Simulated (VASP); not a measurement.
# HfO2 (P4_2/nmc) in VASP: notebook

Runs on HfO2. Level: r2SCAN. Tasks: single point.

Program: VASP 6.6.1. These are calculated values, not measurements. Logs are shortened: lines on timing, memory, paths and dates and some standing lists are left out, and cuts for length are marked.

## (1) The cell of the first run

Symmetry: P4_2/nmc, No. 137, tetragonal system. Conventional cell: a = 3.469 Å, b = 3.469 Å, c = 5.046 Å, α = 90.00°, β = 90.00°, γ = 90.00°. Hf (site symmetry -4m2) has 8 O at 2.04 to 2.26 Å within 2.7 Å. Within 2.7 Å of O (site symmetry 2mm) lie 4 Hf at 2.04 to 2.26 Å and 6 O at 2.48 to 2.52 Å.

## (2) Single point, r2SCAN, non-collinear spin, zero start, spin-orbit coupling (strain -3.0%)

Contents of POSCAR:

```
HfO2
1.0
    3.4693918852      0.0000000000      0.0000000000
    0.0000000000      3.4693918852      0.0000000000
    0.0000000000      0.0000000000      5.0461576747
Hf O
2 4
Direct
    0.5000000000      0.5000000000      0.5000000000
    0.0000000000      0.0000000000      0.0000000000
    0.0000000000      0.5000000000      0.7133904078
    0.5000000000      0.0000000000      0.7866095922
    0.5000000000      0.0000000000      0.2866095922
    0.0000000000      0.5000000000      0.2133904078
```

Contents of INCAR.step1:

```
SYSTEM = HfO2
ALGO = Normal
EDIFF = 1E-4
ENCUT = 520
GGA = PE
GGA_COMPAT = .False.
ISMEAR = 0
KPAR = 4
LASPH = .True.
LCHARG = .False.
LMAXMIX = 4
LNONCOLLINEAR = .True.
LREAL = .False.
LSORBIT = .True.
LWAVE = .True.
MAGMOM = 0 0 0 0 0 0 0 0 0 0 0 0 0 0 0 0 0 0
NBANDS = 60
NELM = 150
PREC = Accurate
SIGMA = 0.01
```

Contents of INCAR.step2:

```
SYSTEM = HfO2
ALGO = Normal
EDIFF = 1E-7
ENCUT = 520
GGA_COMPAT = .False.
ISIF = 2
ISMEAR = 0
ISTART = 1
KPAR = 4
LASPH = .True.
LCHARG = .False.
LMAXMIX = 4
LMIXTAU = .True.
LNONCOLLINEAR = .True.
LORBIT = 11
LORBMOM = .True.
LREAL = .False.
LSORBIT = .True.
LWAVE = .False.
MAGMOM = 0 0 0 0 0 0 0 0 0 0 0 0 0 0 0 0 0 0
METAGGA = R2SCAN
NBANDS = 60
NELM = 150
PREC = Accurate
SIGMA = 0.01
```

Contents of KPOINTS:

```
k-points
0
Gamma
  8 8 6
  0 0 0
```

Potentials or basis: VASP PAW PBE potentials, release 64 (Hf_pv, O).

Started as:

```
$ cat potpaw_PBE.64/Hf_pv/POTCAR potpaw_PBE.64/O/POTCAR > POTCAR
$ cp INCAR.step1 INCAR
$ mpirun -np 4 vasp_ncl > vasp.out
$ cp INCAR.step2 INCAR
$ mpirun -np 4 vasp_ncl > vasp.out
```

OUTCAR:

```text
SYSTEM = HfO2
   EDIFF = 1E-7
   ENCUT = 520
   ISIF = 2
   ISMEAR = 0
   ISTART = 1
   LASPH = .True.
   LNONCOLLINEAR = .True.
   LORBIT = 11
   LREAL = .False.
   LSORBIT = .True.
   METAGGA = R2SCAN
   NELM = 150
   PREC = Accurate

 ion  position               nearest neighbor table
   1  0.500  0.500  0.500-   3 2.04   5 2.04   5 2.04   3 2.04   4 2.26   4 2.26   6 2.26   6 2.26
                             2 3.52   2 3.52   2 3.52   2 3.52   2 3.52   2 3.52   2 3.52   2 3.52
   2  0.000  0.000  0.000-   4 2.04   6 2.04   6 2.04   4 2.04   3 2.26   5 2.26   3 2.26   5 2.26
                             1 3.52   1 3.52   1 3.52   1 3.52   1 3.52   1 3.52   1 3.52   1 3.52
   3  0.000  0.500  0.713-   1 2.04   1 2.04   2 2.26   2 2.26
   4  0.500  0.000  0.787-   2 2.04   2 2.04   1 2.26   1 2.26
   5  0.500  0.000  0.287-   1 2.04   1 2.04   2 2.26   2 2.26
   6  0.000  0.500  0.213-   2 2.04   2 2.04   1 2.26   1 2.26

  LATTYP: Found a simple tetragonal cell.
 ALAT       =     3.4693918852
 C/A-ratio  =     1.4544790101

  Lattice vectors:

 A1 = (   3.4693918852,   0.0000000000,   0.0000000000)
 A2 = (   0.0000000000,   3.4693918852,   0.0000000000)
 A3 = (   0.0000000000,   0.0000000000,   5.0461576747)

Analysis of symmetry for initial positions (statically):
=====================================================================
 Subroutine PRICEL returns:
 Original cell was already a primitive cell.

 Routine SETGRP: Setting up the symmetry group for a
 simple tetragonal supercell.

 Subroutine GETGRP returns: Found 16 space group operations
 (whereof  8 operations were pure point group operations)
 out of a pool of 16 trial point group operations.

The static configuration has the point symmetry D_2d.
 The point group associated with its full space group is D_4h.

Analysis of symmetry for dynamics (positions and initial velocities):
=====================================================================
 Subroutine PRICEL returns:
 Original cell was already a primitive cell.

 Routine SETGRP: Setting up the symmetry group for a
 simple tetragonal supercell.

 Subroutine GETGRP returns: Found 16 space group operations
 (whereof  8 operations were pure point group operations)
 out of a pool of 16 trial point group operations.

The dynamic configuration has the point symmetry D_2d.
 The point group associated with its full space group is D_4h.

Analysis of structural, dynamic, and magnetic symmetry:
=====================================================================
 Subroutine PRICEL returns:
 Original cell was already a primitive cell.

 Routine SETGRP: Setting up the symmetry group for a
 simple tetragonal supercell.

 Subroutine GETGRP returns: Found 16 space group operations
 (whereof  8 operations were pure point group operations)
 out of a pool of 16 trial point group operations.

The overall configuration has the point symmetry D_2d.
 The point group associated with its full space group is D_4h.

 Subroutine INISYM returns: Found 16 space group operations
 (whereof  8 operations are pure point group operations),
 and found     1 'primitive' translations

----------------------------------------------------------------------------------------

                                     Primitive cell

  volume of cell :      60.7390

  direct lattice vectors                    reciprocal lattice vectors
     3.469391885  0.000000000  0.000000000     0.288234951  0.000000000  0.000000000
     0.000000000  3.469391885  0.000000000     0.000000000  0.288234951  0.000000000
     0.000000000  0.000000000  5.046157675     0.000000000  0.000000000  0.198170581

  length of vectors
     3.469391885  3.469391885  5.046157675     0.288234951  0.288234951  0.198170581

  position of ions in fractional coordinates (direct lattice)
     0.500000000  0.500000000  0.500000000
     0.000000000  0.000000000  0.000000000
     0.000000000  0.500000000  0.713390408
     0.500000000  0.000000000  0.786609592
     0.500000000  0.000000000  0.286609592
     0.000000000  0.500000000  0.213390408

  ion indices of the primitive-cell ions
   primitive index   ion index
[... 1552 lines left out ...]
     55      12.5791      0.00000
     56      12.5791      0.00000

 [... further k-points ...]

 [bands above 56 left out]

------------------------ aborting loop because EDIFF is reached ----------------------------------------

  FORCE on cell =-STRESS in cart. coord.  units (eV):
  Direction    XX          YY          ZZ          XY          YZ          ZX
  --------------------------------------------------------------------------------------
  -------------------------------------------------------------------------------------
  Total        8.3695766      8.3695766      5.4551967      0.0000000      0.0000000     -0.0000000
  in kB      220.7732948    220.7732948    143.8975702      0.0000000      0.0000000     -0.0000000
  external PRESSURE =     195.1480533 kB  Pullay stress =       0.0000000 kB

 VOLUME and BASIS-vectors are now :
 -----------------------------------------------------------------------------
  energy-cutoff  :      520.00
  volume of cell :       60.74
      direct lattice vectors                 reciprocal lattice vectors
     3.469391885  0.000000000  0.000000000     0.288234951  0.000000000  0.000000000
     0.000000000  3.469391885  0.000000000     0.000000000  0.288234951  0.000000000
     0.000000000  0.000000000  5.046157675     0.000000000  0.000000000  0.198170581

 POSITION                                       TOTAL-FORCE (eV/Angst)
 -----------------------------------------------------------------------------------
      1.73470      1.73470      2.52308         0.000000      0.000000     -0.000000
      0.00000      0.00000      0.00000        -0.000000     -0.000000     -0.000000
      0.00000      1.73470      3.59988         0.000000     -0.000000     -0.053232
      1.73470      0.00000      3.96936        -0.000000      0.000000      0.053232
      1.73470      0.00000      1.44628        -0.000000      0.000000      0.053232
      0.00000      1.73470      1.07680        -0.000000     -0.000000     -0.053232
 -----------------------------------------------------------------------------------
    total drift:                                0.000000     -0.000000      0.000000

  FREE ENERGIE OF THE ION-ELECTRON SYSTEM (eV)
  ---------------------------------------------------
  free  energy   TOTEN  =      -138.2144582656 eV

  energy  without entropy=     -138.2144582656  energy(sigma->0) =     -138.21445827

 orbital moment (x)

 # of ion     p       d       tot
 ----------------------------------------
  1         0.000   0.000   0.000
  2         0.000   0.000   0.000
  3         0.000   0.000   0.000
  4        -0.000   0.000  -0.000
  5         0.000   0.000   0.000
  6         0.000   0.000   0.000
 ----------------------------------------
           -0.000   0.000  -0.000

 orbital moment (y)

 # of ion     p       d       tot
 ----------------------------------------
  1         0.000   0.000   0.000
  2         0.000   0.000   0.000
  3        -0.000   0.000  -0.000
  4        -0.000   0.000  -0.000
  5         0.000   0.000   0.000
  6        -0.000   0.000  -0.000
 ----------------------------------------
            0.000   0.000   0.000

 orbital moment (z)

 # of ion     p       d       tot
 ----------------------------------------
  1         0.000   0.000   0.000
  2         0.000   0.000   0.000
  3         0.000   0.000   0.000
  4         0.000   0.000   0.000
  5         0.000   0.000   0.000
  6         0.000   0.000   0.000
 ----------------------------------------
            0.000   0.000   0.000

 Spin-Orbit-Coupling matrix elements

 Ion:    1  E_soc:     -1.1878119
 l=   1
     0.0000000    -0.1945213    -0.1943242
    -0.1945213     0.0000000    -0.1945213
    -0.1943242    -0.1945213     0.0000000
 l=   2
     0.0000000    -0.0006505     0.0000000    -0.0006505    -0.0026980
    -0.0006505     0.0000000    -0.0019099    -0.0009119    -0.0009042
     0.0000000    -0.0019099     0.0000000    -0.0019099     0.0000000
    -0.0006505    -0.0009119    -0.0019099     0.0000000    -0.0009042
    -0.0026980    -0.0009042     0.0000000    -0.0009042     0.0000000
 l=   3
     0.0000000     0.0000000     0.0000000     0.0000000     0.0000000     0.0000000     0.0000000
     0.0000000     0.0000000     0.0000000     0.0000000     0.0000000     0.0000000     0.0000000
     0.0000000     0.0000000     0.0000000     0.0000000     0.0000000     0.0000000     0.0000000
     0.0000000     0.0000000     0.0000000     0.0000000     0.0000000     0.0000000     0.0000000
[... 89 lines left out ...]
 l=   2
     0.0000000     0.0000000     0.0000000     0.0000000     0.0000000
     0.0000000     0.0000000     0.0000000     0.0000000     0.0000000
     0.0000000     0.0000000     0.0000000     0.0000000     0.0000000
     0.0000000     0.0000000     0.0000000     0.0000000     0.0000000
     0.0000000     0.0000000     0.0000000     0.0000000     0.0000000
 l=   3
     0.0000000     0.0000000     0.0000000     0.0000000     0.0000000     0.0000000     0.0000000
     0.0000000     0.0000000     0.0000000     0.0000000     0.0000000     0.0000000     0.0000000
     0.0000000     0.0000000     0.0000000     0.0000000     0.0000000     0.0000000     0.0000000
     0.0000000     0.0000000     0.0000000     0.0000000     0.0000000     0.0000000     0.0000000
     0.0000000     0.0000000     0.0000000     0.0000000     0.0000000     0.0000000     0.0000000
     0.0000000     0.0000000     0.0000000     0.0000000     0.0000000     0.0000000     0.0000000
     0.0000000     0.0000000     0.0000000     0.0000000     0.0000000     0.0000000     0.0000000

 total charge

# of ion       s       p       d       tot
------------------------------------------
    1        0.330   6.727   1.517   8.574
    2        0.330   6.727   1.517   8.574
    3        1.573   3.630   0.000   5.203
    4        1.573   3.630   0.000   5.203
    5        1.573   3.630   0.000   5.203
    6        1.573   3.630   0.000   5.203
--------------------------------------------------
tot          6.953  27.973   3.034  37.960

 magnetization (x)

# of ion       s       p       d       tot
------------------------------------------
    1       -0.000   0.000   0.000  -0.000
    2       -0.000   0.000   0.000  -0.000
    3        0.000   0.000   0.000   0.000
    4        0.000   0.000   0.000   0.000
    5        0.000   0.000   0.000   0.000
    6        0.000   0.000   0.000   0.000
--------------------------------------------------
tot         -0.000   0.000   0.000  -0.000

 magnetization (y)

# of ion       s       p       d       tot
------------------------------------------
    1        0.000  -0.000   0.000  -0.000
    2        0.000  -0.000   0.000  -0.000
    3        0.000   0.000   0.000   0.000
    4        0.000   0.000   0.000   0.000
    5        0.000   0.000   0.000   0.000
    6        0.000   0.000   0.000   0.000
--------------------------------------------------
tot          0.000  -0.000   0.000  -0.000

 magnetization (z)

# of ion       s       p       d       tot
------------------------------------------
    1        0.000   0.000  -0.000  -0.000
    2        0.000   0.000  -0.000  -0.000
    3       -0.000   0.000   0.000   0.000
    4        0.000   0.000   0.000   0.000
    5       -0.000   0.000   0.000   0.000
    6        0.000   0.000   0.000   0.000
--------------------------------------------------
tot          0.000   0.000  -0.000   0.000
```

Wall time 12 min (4 MPI ranks of Oxide Virtual Turin-like, shared host); peak memory 0.55 GiB.

What came out:

- Free energy: -138.2145 eV
- Pressure: 19.5 GPa
- Largest force: 0.053 eV/Å
- Net moment: 0.00 μB per cell
- Valence electrons inside the program's atomic spheres: Hf 8.57; O 5.20

Forces on the atoms (eV/Å):
```
Hf   0.000  0.000  0.000
Hf   0.000  0.000  0.000
O    0.000  0.000 -0.053
O    0.000  0.000  0.053
O    0.000  0.000  0.053
O    0.000  0.000 -0.053
```

Moments on the atoms (μB; x, y, z):
```
Hf  0.00 0.00 0.00
Hf  0.00 0.00 0.00
O   0.00 0.00 0.00
O   0.00 0.00 0.00
O   0.00 0.00 0.00
O   0.00 0.00 0.00
```

Caveat: the cell differs from its parent crystal (strain -3.0%); the stress differs along the axes, from 14 to 22 GPa; the PAW data sets were made with another functional, which shifts forces and pressure a little.

## (3) Single point, r2SCAN, non-collinear spin, zero start, spin-orbit coupling (strain -4.0%)

Contents of POSCAR:

```
HfO2
1.0
    3.4336249585      0.0000000000      0.0000000000
    0.0000000000      3.4336249585      0.0000000000
    0.0000000000      0.0000000000      4.9941354306
Hf O
2 4
Direct
    0.5000000000      0.5000000000      0.5000000000
    0.0000000000      0.0000000000      0.0000000000
    0.0000000000      0.5000000000      0.7197620232
    0.5000000000      0.0000000000      0.7802379768
    0.5000000000      0.0000000000      0.2802379768
    0.0000000000      0.5000000000      0.2197620232
```

Contents of INCAR.step1:

```
SYSTEM = HfO2
PREC = Accurate
ENCUT = 520
ISMEAR = 0
SIGMA = 0.01
LREAL = .False.
LASPH = .True.
NELM = 150
LNONCOLLINEAR = .True.
MAGMOM = 0 0 0 0 0 0 0 0 0 0 0 0 0 0 0 0 0 0
LSORBIT = .True.
GGA_COMPAT = .False.
LMAXMIX = 4
NBANDS = 60
GGA = PE
ALGO = Normal
EDIFF = 1E-4
LWAVE = .True.
LCHARG = .False.
KPAR = 4
```

Contents of INCAR.step2:

```
SYSTEM = HfO2
PREC = Accurate
ENCUT = 520
EDIFF = 1E-6
ISMEAR = 0
SIGMA = 0.01
LREAL = .False.
LASPH = .True.
NELM = 150
ALGO = Normal
ISIF = 2
LWAVE = .False.
LCHARG = .False.
LNONCOLLINEAR = .True.
MAGMOM = 0 0 0 0 0 0 0 0 0 0 0 0 0 0 0 0 0 0
LORBIT = 11
LSORBIT = .True.
GGA_COMPAT = .False.
LORBMOM = .True.
LMAXMIX = 4
METAGGA = R2SCAN
LMIXTAU = .True.
NBANDS = 60
ISTART = 1
KPAR = 4
```

Contents of KPOINTS:

```
Automatic mesh
0
Gamma
  8 8 6
  0 0 0
```

Potentials or basis: VASP PAW PBE potentials, release 64 (Hf_pv, O).

Started as:

```
$ cat potpaw_PBE.64/Hf_pv/POTCAR potpaw_PBE.64/O/POTCAR > POTCAR
$ cp INCAR.step1 INCAR
$ mpirun -np 4 vasp_ncl > vasp.out
$ cp INCAR.step2 INCAR
$ mpirun -np 4 vasp_ncl > vasp.out
```

It took 16 min on 4 MPI ranks of Oxide Virtual Turin-like, shared host; peak memory 0.54 GiB.

Results (log left out):

- Free energy: -137.9213 eV
- Pressure: 29.7 GPa
- Largest force: 0.043 eV/Å
- Net moment: 0.00 μB per cell
- Valence electrons inside the program's atomic spheres: Hf 8.66; O 5.22

Forces on the atoms (eV/Å):
```
Hf   0.000  0.000  0.000
Hf   0.000  0.000  0.000
O    0.000  0.000 -0.043
O    0.000  0.000  0.043
O    0.000  0.000  0.043
O    0.000  0.000 -0.043
```

Stress tensor (GPa, compression positive):
```
33.16  0.00  0.00
 0.00 33.16  0.00
 0.00  0.00 22.75
```

Moments on the atoms (μB; x, y, z):
```
Hf  0.00 0.00 0.00
Hf  0.00 0.00 0.00
O   0.00 0.00 0.00
O   0.00 0.00 0.00
O   0.00 0.00 0.00
O   0.00 0.00 0.00
```

Caveat: the cell differs from its parent crystal (strain -4.0%); the stress differs along the axes, from 23 to 33 GPa; the PAW data sets were made with another functional, which shifts forces and pressure a little.
